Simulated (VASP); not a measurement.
# ZrInBr3 (Pm-3m) in VASP: notebook

Runs on ZrInBr3. Level: PBE. Tasks: single point, relaxation of cell and atoms.

All numbers are computed with VASP 6.6.1; they aren't measurements. Logs are shortened: lines on timing, memory, paths and dates and some standing lists are left out, and cuts for length are marked.

## (1) The cell of the first run

Symmetry: Pm-3m, No. 221, cubic system. Conventional cell: a = 4.989 Å, b = 4.989 Å, c = 4.989 Å, α = 90.00°, β = 90.00°, γ = 90.00°. Zr (site symmetry m-3m) has 12 Br at 3.53 Å and 8 In at 4.32 Å within 4.6 Å. Within 3.3 Å of In (site symmetry m-3m) lie 6 Br at 2.49 Å. Within 3.3 Å of Br (site symmetry 4/mmm) lie 2 In at 2.49 Å.

## (2) Single point, PBE

Input file INCAR:

```
SYSTEM = ZrInBr3
ALGO = Normal ; EDIFF = 1E-6
ENCUT = 520 ; GGA = PE
ISIF = 2 ; ISMEAR = 0
LASPH = .TRUE. ; LCHARG = .FALSE.
LREAL = .FALSE. ; LWAVE = .FALSE.
NBANDS = 31 ; NELM = 80
PREC = Accurate ; SIGMA = 0.1
```

Input file KPOINTS:

```
k-points
0
G
  4 4 4
  0 0 0
```

Input file POSCAR:

```
ZrInBr3
1.0
    4.9887756700      0.0000000000      0.0000000000
    0.0000000000      4.9887756700      0.0000000000
    0.0000000000      0.0000000000      4.9887756700
Zr In Br
1 1 3
Direct
    0.0000000000      0.0000000000      0.0000000000
    0.5000000000      0.5000000000      0.5000000000
    0.0000000000      0.5000000000      0.5000000000
    0.5000000000      0.0000000000      0.5000000000
    0.5000000000      0.5000000000      0.0000000000
```

Potentials or basis: VASP PAW PBE potentials, release 64 (Zr_sv, In_d, Br).

Run with:

```console
$ cat potpaw_PBE.64/Zr_sv/POTCAR potpaw_PBE.64/In_d/POTCAR potpaw_PBE.64/Br/POTCAR > POTCAR
$ mpirun -np 1 vasp_std > vasp.out
```

OUTCAR:

```text
SYSTEM = ZrInBr3
   EDIFF = 1E-6
   ENCUT = 520
   GGA = PE
   ISIF = 2
   ISMEAR = 0
   LASPH = .TRUE.
   LREAL = .FALSE.
   NELM = 80
   PREC = Accurate

 ion  position               nearest neighbor table
   1  0.000  0.000  0.000-
   2  0.500  0.500  0.500-   3 2.49   4 2.49   5 2.49   5 2.49   4 2.49   3 2.49
   3  0.000  0.500  0.500-   2 2.49   2 2.49
   4  0.500  0.000  0.500-   2 2.49   2 2.49
   5  0.500  0.500  0.000-   2 2.49   2 2.49

  LATTYP: Found a simple cubic cell.
 ALAT       =     4.9887756700

  Lattice vectors:

 A1 = (   4.9887756700,   0.0000000000,   0.0000000000)
 A2 = (   0.0000000000,   4.9887756700,   0.0000000000)
 A3 = (   0.0000000000,   0.0000000000,   4.9887756700)

Analysis of symmetry for initial positions (statically):
=====================================================================
 Subroutine PRICEL returns:
 Original cell was already a primitive cell.

 Routine SETGRP: Setting up the symmetry group for a
 simple cubic supercell.

 Subroutine GETGRP returns: Found 48 space group operations
 (whereof 48 operations were pure point group operations)
 out of a pool of 48 trial point group operations.

The static configuration has the point symmetry O_h .

Analysis of symmetry for dynamics (positions and initial velocities):
=====================================================================
 Subroutine PRICEL returns:
 Original cell was already a primitive cell.

 Routine SETGRP: Setting up the symmetry group for a
 simple cubic supercell.

 Subroutine GETGRP returns: Found 48 space group operations
 (whereof 48 operations were pure point group operations)
 out of a pool of 48 trial point group operations.

The dynamic configuration has the point symmetry O_h .

 Subroutine INISYM returns: Found 48 space group operations
 (whereof 48 operations are pure point group operations),
 and found     1 'primitive' translations

----------------------------------------------------------------------------------------

                                     Primitive cell

  volume of cell :     124.1601

  direct lattice vectors                    reciprocal lattice vectors
     4.988775670  0.000000000  0.000000000     0.200449983  0.000000000  0.000000000
     0.000000000  4.988775670  0.000000000     0.000000000  0.200449983  0.000000000
[... 76 lines left out ...]
   EDIFF  = 0.1E-05   stopping-criterion for ELM
   LREAL  =      F    real-space projection
   EDIFFG = 0.1E-04   stopping-criterion for IOM
   NSW    =      0    number of steps for IOM
   IBRION =     -1    ionic relax: 0-MD 1-quasi-New 2-CG
   NFREE  =      0    steps in history (QN), initial steepest desc. (CG)
   ISIF   =      2    stress and relaxation
   ISYM   =      2    0-nonsym 1-usesym 2-fastsym
   POTIM  = 0.5000    time-step for ionic-motion
   TEBEG  =    0.0;   TEEND  =   0.0 temperature during run
   PSTRESS=    0.0 pullay stress
   NELECT =      46.0000    total number of electrons
   NUPDOWN=      -1.0000    fix difference up-down
   EMIN   =  10.00;   EMAX   =-10.00  energy-range for DOS
   EFERMI =   0.00;   METHOD = LEGACY
   ISMEAR =     0;   SIGMA  =   0.10  broadening in eV -4-tet -1-fermi 0-gaus
   EFERMI_NEDOS =   21; number of points for ismear=-14 and -15
   IALGO  =     38    algorithm
   IMIX   =      4    mixing-type and parameters
     AMIX     =   0.40;   BMIX     =  1.00
     AMIX_MAG =   1.60;   BMIX_MAG =  1.00
  volume/ion in A,a.u.               =      24.83       167.57
  Fermi-wavevector in a.u.,A,eV,Ry     =   1.175800  2.221940 18.810132  1.382506
  Thomas-Fermi vector in A             =   2.312175
   LORBIT       =      0    0 simple, 1 ext, 2 COOP (PROOUT), +10 PAW based schemes
   GGA     = PE    functional components
   LHFCALC =     F    Hartree Fock is set to
   AEXX    =    0.0000 exact exchange contribution
   IVDW    =     0    specifies the selected vdW correction
   LEPSILON=     F    determine dielectric tensor
   LRPA    =     F    only Hartree local field effects (RPA)
 non-spin polarized calculation
 Gauss-broadening in eV      SIGMA  =   0.10
  energy-cutoff  :      520.00
  volume of cell :      124.16
 maximum number of plane-waves:      3407
 NGX is ok and might be reduce to    40
   NGX = 19   NGY = 19   NGZ = 19

 number of electron      46.0000002 magnetization

 Free energy of the ion-electron system (eV)
  ---------------------------------------------------
  ext. energy  EPLUGINS =         0.00000000
  ---------------------------------------------------
  free energy    TOTEN  =       -12.48141798 eV

  energy without entropy =      -12.42916507  energy(sigma->0) =      -12.45529153

 E-fermi :   7.2610     XC(G=0):  -9.8312

 val. band max:        7.2434761509   @ k =   0.5000   0.5000   0.0000
 cond. band min:       7.2900512158   @ k =   0.2500   0.2500   0.0000
 fundamental gap:      0.0465750649
 Fermi energy:         7.2610078949

 k-point     1 :       0.0000    0.0000    0.0000
  band No.  band energies     occupation
      1     -43.1797      2.00000
      2     -21.1888      2.00000
      3     -21.1888      2.00000
      4     -21.1888      2.00000
      5     -11.5573      2.00000
      6     -11.1521      2.00000
[... 329 lines left out ...]
     30       8.9320      0.00000
     31      12.3572      0.00000

------------------------ aborting loop because EDIFF is reached ----------------------------------------

  FORCE on cell =-STRESS in cart. coord.  units (eV):
  Direction    XX          YY          ZZ          XY          YZ          ZX
  --------------------------------------------------------------------------------------
  -------------------------------------------------------------------------------------
  Total       12.2311361     12.2311361     12.2311361      0.0000000      0.0000000      0.0000000
  in kB      157.8321432    157.8321432    157.8321432      0.0000000      0.0000000      0.0000000
  external PRESSURE =     157.8321432 kB  Pullay stress =       0.0000000 kB

 VOLUME and BASIS-vectors are now :
 -----------------------------------------------------------------------------
  energy-cutoff  :      520.00
  volume of cell :      124.16
      direct lattice vectors                 reciprocal lattice vectors
     4.988775670  0.000000000  0.000000000     0.200449983  0.000000000  0.000000000
     0.000000000  4.988775670  0.000000000     0.000000000  0.200449983  0.000000000
     0.000000000  0.000000000  4.988775670     0.000000000  0.000000000  0.200449983

 POSITION                                       TOTAL-FORCE (eV/Angst)
 -----------------------------------------------------------------------------------
      0.00000      0.00000      0.00000         0.000000      0.000000      0.000000
      2.49439      2.49439      2.49439         0.000000      0.000000      0.000000
      0.00000      2.49439      2.49439         0.000000      0.000000      0.000000
      2.49439      0.00000      2.49439         0.000000      0.000000      0.000000
      2.49439      2.49439      0.00000         0.000000      0.000000      0.000000
 -----------------------------------------------------------------------------------
    total drift:                               -0.000000      0.000000     -0.000000

  FREE ENERGIE OF THE ION-ELECTRON SYSTEM (eV)
  ---------------------------------------------------
  free  energy   TOTEN  =       -12.4814179813 eV

  energy  without entropy=      -12.4291650714  energy(sigma->0) =      -12.45529153
```

OSZICAR:

```text
N       E                     dE             d eps       ncg     rms          rms(c)
DAV:   1     0.476386493109E+03    0.47639E+03   -0.21131E+04   620   0.154E+03
DAV:   2     0.469506831183E+02   -0.42944E+03   -0.40649E+03   656   0.409E+02
DAV:   3    -0.994768861129E+01   -0.56898E+02   -0.55059E+02   818   0.142E+02
DAV:   4    -0.131590256223E+02   -0.32113E+01   -0.30655E+01   972   0.298E+01
DAV:   5    -0.132879058268E+02   -0.12888E+00   -0.12720E+00   885   0.529E+00    0.221E+01
DAV:   6    -0.127667373422E+02    0.52117E+00   -0.91214E+00   664   0.701E+00    0.562E+00
DAV:   7    -0.125216697836E+02    0.24507E+00   -0.13976E+00   746   0.819E+00    0.744E+00
DAV:   8    -0.124824075508E+02    0.39262E-01   -0.16211E-01   853   0.332E+00    0.164E+00
DAV:   9    -0.124817527037E+02    0.65485E-03   -0.20557E-02   941   0.140E+00    0.360E-01
DAV:  10    -0.124813961571E+02    0.35655E-03   -0.23194E-03   915   0.652E-01    0.191E-01
DAV:  11    -0.124814269791E+02   -0.30822E-04   -0.37867E-04   860   0.131E-01    0.110E-01
DAV:  12    -0.124814153238E+02    0.11655E-04   -0.57541E-05   883   0.113E-01    0.743E-02
DAV:  13    -0.124814180791E+02   -0.27553E-05   -0.12508E-05   887   0.232E-02    0.149E-02
DAV:  14    -0.124814179813E+02    0.97819E-07   -0.24954E-07   485   0.458E-03
   1 F= -.12481418E+02 E0= -.12455292E+02  d E =-.522529E-01
```

Wall time 34 s (1 thread of Intel Xeon Platinum 8488C (Sapphire Rapids), shared host); peak memory 0.25 GiB.

What came out:

```
Free energy            : -12.4814 eV
Pressure               : 15.8 GPa
Band gap on the k mesh : zero (band 23 reaches 7.50 eV, above the bottom of band 24 at 6.53 eV)
```

Levels at points of the mesh, in eV from the Fermi level:
| k point | band 19 | band 20 | band 21 | band 22 | band 23 | band 24 | band 25 | band 26 | band 27 | band 28 |
| --- | --- | --- | --- | --- | --- | --- | --- | --- | --- | --- |
| (0.00, 0.00, 0.00) | -4.70 | -4.70 | -4.70 | -3.94 | -1.29 | -0.73 | -0.73 | -0.26 | -0.26 | -0.26 |
| (0.50, 0.00, 0.00) | -5.45 | -4.92 | -4.92 | -0.11 | -0.08 | 0.10 | 0.43 | 0.87 | 0.87 | 1.41 |
| (0.50, 0.50, 0.00) | -5.58 | -4.16 | -3.92 | -0.02 | 0.06 | 0.75 | 0.90 | 0.90 | 1.65 | 2.25 |
| (0.50, 0.50, 0.50) | -3.82 | -3.82 | -3.82 | -0.87 | -0.25 | -0.25 | -0.25 | 0.42 | 0.42 | 1.67 |

Caveat: spin-orbit coupling is left out, which moves the levels of the heavy elements.

## (3) Single point, PBE

This run uses another cell than the first one, of 34.23 Å³/atom, 1.379 times its volume.

Input file INCAR:

```
  PREC = Accurate
  ENCUT = 520
  EDIFF = 1E-7
  ISMEAR = 0
  SIGMA = 0.1
  LREAL = F
  LASPH = T
  NELM = 60
  ALGO = Normal
  ISIF = 2
  LWAVE = F
  LCHARG = T
  GGA = PE
  LELF = T
  LVHAR = T
  NBANDS = 31
```

Input file KPOINTS:

```
Automatic mesh
0
Gamma
  4 4 4
```

Edit POSCAR of step 2 so:

```diff
@@ -2,5 +2,5 @@
 1.0
-    4.9887756700      0.0000000000      0.0000000000
-    0.0000000000      4.9887756700      0.0000000000
-    0.0000000000      0.0000000000      4.9887756700
+    5.5523138937      0.0000000000      0.0000000000
+    0.0000000000      5.5523138937      0.0000000000
+    0.0000000000      0.0000000000      5.5523138937
 Zr In Br
```

Potentials or basis: VASP PAW PBE potentials, release 64 (Zr_sv, In_d, Br).

Run with:

```console
$ cat potpaw_PBE.64/Zr_sv/POTCAR potpaw_PBE.64/In_d/POTCAR potpaw_PBE.64/Br/POTCAR > POTCAR
$ mpirun -np 1 vasp_std > vasp.out
```

Run time: 60 s. Hardware: 1 thread of Intel Xeon Platinum 8488C (Sapphire Rapids), shared host; peak memory 0.27 GiB.

It converged, with:

| Item | Value |
| --- | --- |
| Free energy | -14.2205 eV |
| Pressure | 0.1 GPa |
| Band gap on the k mesh | zero (band 23 reaches 3.82 eV, above the bottom of band 24 at 3.39 eV) |

Levels at points of the mesh, in eV from the Fermi level:
| k point | band 20 | band 21 | band 22 | band 23 | band 24 | band 25 | band 26 | band 27 |
| --- | --- | --- | --- | --- | --- | --- | --- | --- |
| (0.00, 0.00, 0.00) | -3.45 | -3.45 | -3.45 | -1.06 | -0.32 | -0.32 | -0.04 | -0.04 |
| (0.50, 0.00, 0.00) | -3.55 | -3.55 | -0.45 | -0.05 | 0.00 | 0.17 | 0.41 | 0.41 |
| (0.50, 0.50, 0.00) | -3.37 | -2.97 | -0.02 | 0.05 | 0.32 | 0.42 | 0.42 | 0.89 |
| (0.50, 0.50, 0.50) | -2.92 | -2.92 | -0.37 | -0.12 | -0.12 | -0.12 | 0.18 | 0.18 |

Caveat: spin-orbit coupling is left out, which moves the levels of the heavy elements.

## (4) Relaxation of cell and atoms, PBE

Input file INCAR:

```
PREC = Accurate
ENCUT = 600
EDIFF = 1E-6
ISMEAR = 0
SIGMA = 0.1
LREAL = F
LASPH = T
NELM = 60
ALGO = Normal
ISIF = 3
LWAVE = F
LCHARG = F
GGA = PE
IBRION = 2
NSW = 90
EDIFFG = -0.04
```

KPOINTS is that of step 3.

Edit POSCAR of step 3 so:

```diff
@@ -2,5 +2,5 @@
 1.0
-    5.5523138937      0.0000000000      0.0000000000
-    0.0000000000      5.5523138937      0.0000000000
-    0.0000000000      0.0000000000      5.5523138937
+    4.9887756700      0.0000000000      0.0000000000
+    0.0000000000      4.9887756700      0.0000000000
+    0.0000000000      0.0000000000      4.9887756700
 Zr In Br
```

Run with:

```console
$ cat potpaw_PBE.64/Zr_sv/POTCAR potpaw_PBE.64/In_d/POTCAR potpaw_PBE.64/Br/POTCAR > POTCAR
$ mpirun -np 1 vasp_std > vasp.out
```

Run time: 84 s. Hardware: 1 thread of Intel Xeon Platinum 8488C (Sapphire Rapids), shared host; peak memory 0.26 GiB.

It converged, with:

```
Free energy                            : -14.2111 eV
Relaxed volume                         : 34.75 Å³/atom
Relaxed cell                           : a = 5.580 Å, b = 5.580 Å, c = 5.580 Å, α = 90.00°, β = 90.00°, γ = 90.00°
Space group after relaxing (to 0.05 Å) : Pm-3m (No. 221)
Energy gained by relaxing              : 347.6 meV/atom
Ionic steps                            : 2
Pressure after relaxing                : -0.2 GPa
```

Step by step:
| step | energy change (eV) | largest force (eV/Å) | pressure (GPa) | volume (Å³) |
| --- | --- | --- | --- | --- |
| 1 | 0.0000 | 0.0000 | 15.85 | 124.16 |
| 2 | -1.7379 | 0.0000 | -0.18 | 173.75 |

Final structure:
```xyz
5
Lattice="5.5801 0.0000 0.0000 0.0000 5.5801 0.0000 0.0000 0.0000 5.5801" Properties=species:S:1:pos:R:3 pbc="T T T"
Zr    0.0000    0.0000    0.0000
In    2.7901    2.7901    2.7901
Br    0.0000    2.7901    2.7901
Br    2.7901    0.0000    2.7901
Br    2.7901    2.7901    0.0000
```

Levels at points of the mesh, in eV from the Fermi level:
```tsv
k point	band 21	band 22	band 23	band 24	band 25	band 26
(0.00, 0.00, 0.00)	-3.38	-3.38	-1.03	-0.31	-0.31	-0.03
(0.50, 0.00, 0.00)	-3.48	-0.46	-0.06	0.01	0.16	0.40
(0.50, 0.50, 0.00)	-2.92	-0.02	0.04	0.30	0.41	0.41
(0.50, 0.50, 0.50)	-2.87	-0.35	-0.11	-0.11	-0.11	0.17
```

Caveat: the volume moved by over 15 % at a fixed basis, so the end points are rough; the bands computed are all filled at some k points, so no gap is given; spin-orbit coupling is left out, which moves the levels of the heavy elements.

## (5) The runs side by side

| task | cell | cutoff (eV) | gap on the mesh (eV) | pressure (GPa) |
| --- | --- | --- | --- | --- |
| single point | a = 4.989 Å, 5 atoms | 520 | none | 15.8 |
| single point | a = 5.552 Å, 5 atoms | 520 | none | 0.1 |
| relaxation of cell and atoms | relaxed from a = 4.989 Å, 5 atoms | 600 | - | -0.2 |

Alike in all rows: level PBE; potentials or basis VASP PAW PBE potentials, release 64 (Zr_sv, In_d, Br); no spin polarisation; k mesh 4 × 4 × 4; smearing gaussian 0.1 eV.

Caveats: spin-orbit coupling is left out, which moves the levels of the heavy elements; the volume moved by over 15 % at a fixed basis, so the end points are rough (some runs); the bands computed are all filled at some k points, so no gap is given (some runs).

Absolute energies hang on the potentials; compare differences alone.
